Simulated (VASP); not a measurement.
# Ti in VASP: notebook, part 2 of 2

VASP 6.6.1. Earlier steps stand in the parts before.

## 3. Electric field gradients, r2SCAN (z stretched by +1 % at fixed volume)

Input file POSCAR:

```
Ti
1.0
   -1.6177493473      1.6177493473      1.6420761524
    1.6177493473     -1.6177493473      1.6420761524
    1.6177493473      1.6177493473     -1.6420761524
Ti
1
Direct
    0.0000000000      0.0000000000      0.0000000000
```

Input file INCAR.step1:

```
PREC = Accurate
ENCUT = 520
ISMEAR = -1
SIGMA = 0.05
LREAL = F
LASPH = T
NELM = 100
NBANDS = 12
GGA = PE
ALGO = Normal
EDIFF = 1E-4
LWAVE = T
LCHARG = F
```

Input file INCAR.step2:

```
PREC = Accurate
ENCUT = 520
EDIFF = 1E-8
ISMEAR = -1
SIGMA = 0.05
LREAL = F
LASPH = T
NELM = 100
ALGO = Normal
ISIF = 2
LWAVE = F
LCHARG = F
METAGGA = R2SCAN
LMIXTAU = T
LEFG = T
NBANDS = 12
ISTART = 1
```

Input file KPOINTS:

```
Automatic mesh
0
Gamma
  18 18 18
```

Potentials or basis: VASP PAW PBE potentials, release 64 (Ti_sv).

Run with:

```
$ cat potpaw_PBE.64/Ti_sv/POTCAR > POTCAR
$ cp INCAR.step1 INCAR
$ mpirun -np 1 vasp_std > vasp.out
$ cp INCAR.step2 INCAR
$ mpirun -np 1 vasp_std > vasp.out
```

OUTCAR:

```text
PREC = Accurate
   ENCUT = 520
   EDIFF = 1E-8
   ISMEAR = -1
   LREAL = F
   LASPH = T
   NELM = 100
   ISIF = 2
   METAGGA = R2SCAN
   ISTART = 1

 ion  position               nearest neighbor table
   1  0.000  0.000  0.000-

  LATTYP: Found a body centered tetragonal cell.
 ALAT       =     3.2354986946
 C/A-ratio  =     1.0150374377

  Lattice vectors:

 A1 = (  -1.6177493473,   1.6177493473,   1.6420761524)
 A2 = (   1.6177493473,  -1.6177493473,   1.6420761524)
 A3 = (   1.6177493473,   1.6177493473,  -1.6420761524)

Analysis of symmetry for initial positions (statically):
=====================================================================
 Subroutine PRICEL returns:
 Original cell was already a primitive cell.

 Routine SETGRP: Setting up the symmetry group for a
 body centered tetragonal supercell.

 Subroutine GETGRP returns: Found 16 space group operations
 (whereof 16 operations were pure point group operations)
 out of a pool of 16 trial point group operations.

The static configuration has the point symmetry D_4h.

Analysis of symmetry for dynamics (positions and initial velocities):
=====================================================================
 Subroutine PRICEL returns:
 Original cell was already a primitive cell.

 Routine SETGRP: Setting up the symmetry group for a
 body centered tetragonal supercell.

 Subroutine GETGRP returns: Found 16 space group operations
 (whereof 16 operations were pure point group operations)
 out of a pool of 16 trial point group operations.

The dynamic configuration has the point symmetry D_4h.

 Subroutine INISYM returns: Found 16 space group operations
 (whereof 16 operations are pure point group operations),
 and found     1 'primitive' translations

----------------------------------------------------------------------------------------

                                     Primitive cell

  volume of cell :      17.1900

  direct lattice vectors                    reciprocal lattice vectors
    -1.617749347  1.617749347  1.642076152     0.000000000  0.309071366  0.304492577
     1.617749347 -1.617749347  1.642076152     0.309071366  0.000000000  0.304492577
     1.617749347  1.617749347 -1.642076152     0.309071366  0.309071366  0.000000000

  length of vectors
     2.816139200  2.816139200  2.816139200     0.433867305  0.433867305  0.437092917

  position of ions in fractional coordinates (direct lattice)
     0.000000000  0.000000000  0.000000000

  ion indices of the primitive-cell ions
   primitive index   ion index
                 1           1

----------------------------------------------------------------------------------------

 KPOINTS: Automatic mesh

Automatic generation of k-mesh.
 Grid dimensions read from file:
 generate k-points for:   18   18   18

 Generating k-lattice:

[... 67 lines left out ...]
   ISIF   =      2    stress and relaxation
   ISYM   =      2    0-nonsym 1-usesym 2-fastsym
   POTIM  = 0.5000    time-step for ionic-motion
   TEBEG  =    0.0;   TEEND  =   0.0 temperature during run
   PSTRESS=    0.0 pullay stress
   NELECT =      12.0000    total number of electrons
   NUPDOWN=      -1.0000    fix difference up-down
   EMIN   =  10.00;   EMAX   =-10.00  energy-range for DOS
   EFERMI =   0.00;   METHOD = LEGACY
   ISMEAR =    -1;   SIGMA  =   0.05  broadening in eV -4-tet -1-fermi 0-gaus
   EFERMI_NEDOS =   21; number of points for ismear=-14 and -15
   IALGO  =     38    algorithm
   IMIX   =      4    mixing-type and parameters
     AMIX     =   0.40;   BMIX     =  1.00
     AMIX_MAG =   1.60;   BMIX_MAG =  1.00
  volume/ion in A,a.u.               =      17.19       116.00
  Fermi-wavevector in a.u.,A,eV,Ry     =   1.452257  2.744367 28.695353  2.109049
  Thomas-Fermi vector in A             =   2.569659
   LORBIT       =      0    0 simple, 1 ext, 2 COOP (PROOUT), +10 PAW based schemes
   METAGGA = R2SCAN    functional components
   LHFCALC =     F    Hartree Fock is set to
   AEXX    =    0.0000 exact exchange contribution
   IVDW    =     0    specifies the selected vdW correction
   LEPSILON=     F    determine dielectric tensor
   LRPA    =     F    only Hartree local field effects (RPA)
 non-spin polarized calculation
  energy-cutoff  :      520.00
  volume of cell :       17.19
 maximum number of plane-waves:       478
 NGX is ok and might be reduce to    24
   NGX = 11   NGY = 11   NGZ = 11

 number of electron      11.9999997 magnetization

 Free energy of the ion-electron system (eV)
  ---------------------------------------------------
  ext. energy  EPLUGINS =         0.00000000
  ---------------------------------------------------
  free energy    TOTEN  =       -12.82299212 eV

  energy without entropy =      -12.80539489  energy(sigma->0) =      -12.81419350

 E-fermi :   8.2325     XC(G=0): -12.4523

 val. band max:        8.2307819379   @ k =  -0.1111  -0.3333   0.0556
 cond. band min:       8.2331544154   @ k =  -0.3889   0.2222   0.0556
 fundamental gap:      0.0023724775
 Fermi energy:         8.2325298997

 k-point     1 :       0.0000    0.0000    0.0000
  band No.  band energies     occupation
      1     -50.6571      2.00000
      2     -25.4486      2.00000
      3     -25.4486      2.00000
      4     -25.4484      2.00000
      5       1.8692      2.00000
      6       9.3445      0.00000
      7       9.3445      0.00000
      8       9.4636      0.00000
      9      11.1157      0.00000
     10      11.2524      0.00000
     11      26.2036      0.00000
     12      26.4913      0.00000
[... 331 lines left out ...]
 k-point    24 :      -0.2222    0.0556    0.0000
  band No.  band energies     occupation
      1     -50.6079      2.00000
      2     -25.7038      2.00000
      3     -25.5199      2.00000
      4     -25.4581      2.00000
      5       3.2114      2.00000
      6       8.8580      0.00001
      7       8.9280      0.00000
      8      10.3899      0.00000
      9      10.7774      0.00000
     10      11.2913      0.00000
     11      24.0151      0.00000
     12      25.3496      0.00000

 [... further k-points ...]
[... 5 lines left out ...]
  --------------------------------------------------------------------------------------
  -------------------------------------------------------------------------------------
  Total        0.0414719      0.0414719      0.0808375      0.0000000     -0.0000000      0.0000000
  in kB        3.8653517      3.8653517      7.5343860      0.0000000     -0.0000000      0.0000000
  external PRESSURE =       5.0883631 kB  Pullay stress =       0.0000000 kB

 VOLUME and BASIS-vectors are now :
 -----------------------------------------------------------------------------
  energy-cutoff  :      520.00
  volume of cell :       17.19
      direct lattice vectors                 reciprocal lattice vectors
    -1.617749347  1.617749347  1.642076152     0.000000000  0.309071366  0.304492577
     1.617749347 -1.617749347  1.642076152     0.309071366  0.000000000  0.304492577
     1.617749347  1.617749347 -1.642076152     0.309071366  0.309071366  0.000000000

 POSITION                                       TOTAL-FORCE (eV/Angst)
 -----------------------------------------------------------------------------------
      0.00000      0.00000      0.00000         0.000000      0.000000     -0.000000
 -----------------------------------------------------------------------------------
    total drift:                                0.000000      0.000000     -0.000000

  FREE ENERGIE OF THE ION-ELECTRON SYSTEM (eV)
  ---------------------------------------------------
  free  energy   TOTEN  =       -12.8229921180 eV

  energy  without entropy=      -12.8053948918  energy(sigma->0) =      -12.81419350

 Electric field gradients (V/A^2)
---------------------------------------------------------------------
 ion       V_xx      V_yy      V_zz      V_xy      V_xz      V_yz
---------------------------------------------------------------------
   1      -0.110    -0.110     0.221     0.000     0.000     0.000
---------------------------------------------------------------------

 Electric field gradients after diagonalization (V/A^2)
 (convention: |V_zz| > |V_xx| > |V_yy|)
----------------------------------------------------------------------
 ion       V_xx      V_yy      V_zz     asymmetry (V_yy - V_xx)/ V_zz
----------------------------------------------------------------------
   1      -0.110    -0.110     0.221       0.002
----------------------------------------------------------------------

           NMR quadrupolar parameters

 Cq : quadrupolar parameter    Cq=e*Q*V_zz/h
 eta: asymmetry parameters     (V_yy - V_xx)/ V_zz
 Q  : nuclear electric quadrupole moment in mb (millibarn)
----------------------------------------------------------------------
 ion       Cq(MHz)       eta       Q (mb)
----------------------------------------------------------------------
   1       0.001       0.002       1.000
----------------------------------------------------------------------
```

OSZICAR.step1:

```text
N       E                     dE             d eps       ncg     rms          rms(c)
DAV:   1     0.868558273406E+02    0.86856E+02   -0.65849E+03 11532   0.121E+03
DAV:   2    -0.440930859183E+01   -0.91265E+02   -0.88902E+02 11808   0.298E+02
DAV:   3    -0.866596115020E+01   -0.42567E+01   -0.42057E+01 16020   0.653E+01
DAV:   4    -0.875163945941E+01   -0.85678E-01   -0.85586E-01 12876   0.820E+00
DAV:   5    -0.875377892493E+01   -0.21395E-02   -0.21394E-02 13496   0.115E+00    0.834E+00
DAV:   6    -0.772654230073E+01    0.10272E+01   -0.24314E+00 12536   0.221E+01    0.212E+00
DAV:   7    -0.772401890731E+01    0.25234E-02   -0.71481E-02 13612   0.286E+00    0.126E+00
DAV:   8    -0.773394242788E+01   -0.99235E-02   -0.35629E-02 12092   0.214E+00    0.950E-02
DAV:   9    -0.773438443608E+01   -0.44201E-03   -0.25551E-03 13760   0.462E-01    0.781E-02
DAV:  10    -0.773443794062E+01   -0.53505E-04   -0.22835E-04 12088   0.164E-01
   1 F= -.77344379E+01 E0= -.77250932E+01  d E =-.186894E-01
```

Wall time 4.3 min (1 thread of Intel Xeon Platinum 8488C (Sapphire Rapids), shared host); peak memory 0.22 GiB.

What came out:

```yaml
Free_energy: -12.8230 eV
Pressure: 0.5 GPa
Band_gap_on_the_k_mesh: zero (bands 6 and 7 overlap by 1.79 eV)
Largest_electric_field_gradient_by_atom: Ti +0.22 V/Å²
```

Stress tensor (GPa, compression positive):
```
0.39 0.00 0.00
0.00 0.39 0.00
0.00 0.00 0.75
```

Levels at points of the mesh, in eV from the Fermi level:
```tsv
k point	band 4	band 5	band 6	band 7	band 8	band 9
(0.00, 0.00, 0.00)	-33.68	-6.36	1.11	1.11	1.23	2.88
(0.50, 0.00, 0.00)	-33.68	-2.61	-0.30	0.95	2.91	3.31
(0.50, 0.50, 0.00)	-33.69	-2.61	-0.44	1.06	3.05	3.35
(0.50, 0.50, 0.50)	-34.16	-2.32	-2.29	4.16	4.18	4.18
```

Caveat: without QUAD_EFG the Cq values of the log hold for a quadrupole moment of 1 mb, not for the nuclei; the PAW data sets were made with another functional, which shifts forces and pressure a little.

## 4. Electric field gradients, r2SCAN (equal xy, yz and zx shear strains of -2 %)

Input file POSCAR:

```
Ti
1.0
   -1.6583343322      1.6258179727      1.6258179727
    1.6258179727     -1.6583343322      1.6258179727
    1.6258179727      1.6258179727     -1.6583343322
Ti
1
Direct
    0.0000000000      0.0000000000      0.0000000000
```

Input file INCAR.step1:

```
SYSTEM = Ti
ALGO = Normal
EDIFF = 1E-4
ENCUT = 520
GGA = PE
ISMEAR = -1
LASPH = .True.
LCHARG = .False.
LREAL = .False.
LWAVE = .True.
NBANDS = 12
NELM = 80
PREC = Accurate
SIGMA = 0.05
```

Input file INCAR.step2:

```
SYSTEM = Ti
ALGO = Normal
EDIFF = 1E-8
ENCUT = 520
ISIF = 2
ISMEAR = -1
ISTART = 1
LASPH = .True.
LCHARG = .False.
LEFG = .True.
LMIXTAU = .True.
LREAL = .False.
LWAVE = .False.
METAGGA = R2SCAN
NBANDS = 12
NELM = 80
PREC = Accurate
SIGMA = 0.05
```

Input file KPOINTS:

```
k-points
0
Gamma
  18 18 18
  0 0 0
```

Potentials or basis: VASP PAW PBE potentials, release 64 (Ti_sv).

Run with:

```
$ cat potpaw_PBE.64/Ti_sv/POTCAR > POTCAR
$ cp INCAR.step1 INCAR
$ mpirun -np 1 vasp_std > vasp.out
$ cp INCAR.step2 INCAR
$ mpirun -np 1 vasp_std > vasp.out
```

OUTCAR:

```text
SYSTEM = Ti
   EDIFF = 1E-8
   ENCUT = 520
   ISIF = 2
   ISMEAR = -1
   ISTART = 1
   LASPH = .True.
   LREAL = .False.
   METAGGA = R2SCAN
   NELM = 80
   PREC = Accurate

 ion  position               nearest neighbor table
   1  0.000  0.000  0.000-

  LATTYP: Found a trigonal (rhomboedric) cell.
 ALAT       =     2.8348969854
 COS(alpha) =    -0.3420602552

  Lattice vectors:
[... 568 lines left out ...]
 -----------------------------------------------------------------------------------
    total drift:                               -0.000000      0.000000      0.000000

  FREE ENERGIE OF THE ION-ELECTRON SYSTEM (eV)
  ---------------------------------------------------
  free  energy   TOTEN  =       -12.8200437795 eV

  energy  without entropy=      -12.8021144740  energy(sigma->0) =      -12.81107913

 Electric field gradients (V/A^2)
---------------------------------------------------------------------
 ion       V_xx      V_yy      V_zz      V_xy      V_xz      V_yz
---------------------------------------------------------------------
   1      -0.000     0.000     0.000     6.192     6.192     6.192
---------------------------------------------------------------------

 Electric field gradients after diagonalization (V/A^2)
 (convention: |V_zz| > |V_xx| > |V_yy|)
----------------------------------------------------------------------
 ion       V_xx      V_yy      V_zz     asymmetry (V_yy - V_xx)/ V_zz
----------------------------------------------------------------------
   1      -6.192    -6.192    12.383       0.000
----------------------------------------------------------------------

           NMR quadrupolar parameters

 Cq : quadrupolar parameter    Cq=e*Q*V_zz/h
 eta: asymmetry parameters     (V_yy - V_xx)/ V_zz
 Q  : nuclear electric quadrupole moment in mb (millibarn)
----------------------------------------------------------------------
 ion       Cq(MHz)       eta       Q (mb)
----------------------------------------------------------------------
   1       0.030       0.000       1.000
----------------------------------------------------------------------
```

OUTCAR.step1:

```text
SYSTEM = Ti
   EDIFF = 1E-4
   ENCUT = 520
   GGA = PE
   ISMEAR = -1
   LASPH = .True.
   LREAL = .False.
[... 577 lines left out ...]
 -----------------------------------------------------------------------------------
      0.00000      0.00000      0.00000         0.000000      0.000000      0.000000
 -----------------------------------------------------------------------------------
    total drift:                                0.000000      0.000000      0.000000

  FREE ENERGIE OF THE ION-ELECTRON SYSTEM (eV)
  ---------------------------------------------------
  free  energy   TOTEN  =        -7.7318300211 eV

  energy  without entropy=       -7.7130829605  energy(sigma->0) =       -7.72245649
```

It took 4.3 min on 1 thread of Intel Xeon Platinum 8488C (Sapphire Rapids), shared host; peak memory 0.24 GiB.

Results:

```yaml
Free_energy: -12.8200 eV
Pressure: 0.5 GPa
Band_gap_on_the_k_mesh: zero (bands 6 and 7 overlap by 1.77 eV)
Largest_electric_field_gradient_by_atom: Ti +12.4 V/Å²
```

Electric field gradients, principal values (V/Å²):
| atom | least | middle | greatest (by size) |
| --- | --- | --- | --- |
| 1 Ti | -6.192 | -6.192 | 12.383 |

Caveat: the cell differs from its parent crystal (equal xy, yz and zx shear strains of -2 %); without QUAD_EFG the Cq values of the log hold for a quadrupole moment of 1 mb, not for the nuclei; the PAW data sets were made with another functional, which shifts forces and pressure a little.

## 5. The runs side by side

```csv
cell,gap on the mesh (eV),pressure (GPa)
"a = 2.816 Å, angles 109.5°, 1 atom",none,0.5
"a = 2.816 Å, angles 109.9, 109.9, 108.7°, 1 atom",none,0.5
"a = 2.835 Å, angles 110.0°, 1 atom",none,0.5
```

Alike in all rows: task electric field gradients; level r2SCAN; potentials or basis VASP PAW PBE potentials, release 64 (Ti_sv); no spin polarisation; k mesh 18 × 18 × 18; cutoff (eV) 520; smearing fermi-dirac 0.05 eV.

Caveats: the PAW data sets were made with another functional, which shifts forces and pressure a little.

Absolute energies hang on the potentials; compare differences alone.
